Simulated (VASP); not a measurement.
The system is Li.

```
Li
1.0
     3.51000    0.00000    0.00000
     0.00000    3.51000    0.00000
     0.00000    0.00000    3.51000
Li
2
Direct
  0.00000 0.00000 0.00000
  0.50000 0.50000 0.50000
```

* Program: VASP 6.6.1
* Task: relaxation of volume and atoms at fixed shape
* Functional: LDA
* Potentials or basis: VASP PAW LDA potentials, release 64 (Li_sv)
* Cutoff: 600 eV
* k mesh: 12 × 12 × 12
* Occupations: fermi-dirac, width 0.05 eV
* Spin: no spin polarisation

At the start: pressure -1.7 GPa; volume 21.62 Å³/atom.

**Question.** Where does the relaxation end?

**Answer.** Over 4 steps the energy falls by 16.6 meV/atom and the volume is 18.69 Å³/atom (-13.6 %); space group Im-3m (No. 229, to 0.05 Å).

Step by step:
```csv
step,energy change (eV),largest force (eV/Å),pressure (GPa),volume (Å³)
1,0.0000,0.0000,-1.67,43.24
2,-0.0132,0.0000,-1.36,41.85
3,-0.0312,0.0000,-0.49,38.83
4,-0.0332,0.0000,0.06,37.38
```

Final structure:
```yaml
crystal:
  lattice:
    - [3.34359, 0.00000, 0.00000]
    - [0.00000, 3.34359, 0.00000]
    - [0.00000, 0.00000, 3.34359]
  atoms:
    - { symbol: Li, position: [0.00000, 0.00000, 0.00000] }
    - { symbol: Li, position: [0.50000, 0.50000, 0.50000] }
```

Caveat: the cutoff is under 1.25 times the usual one of these potentials, so pressure, stress and relaxed cells hold a basis-set (Pulay) error.
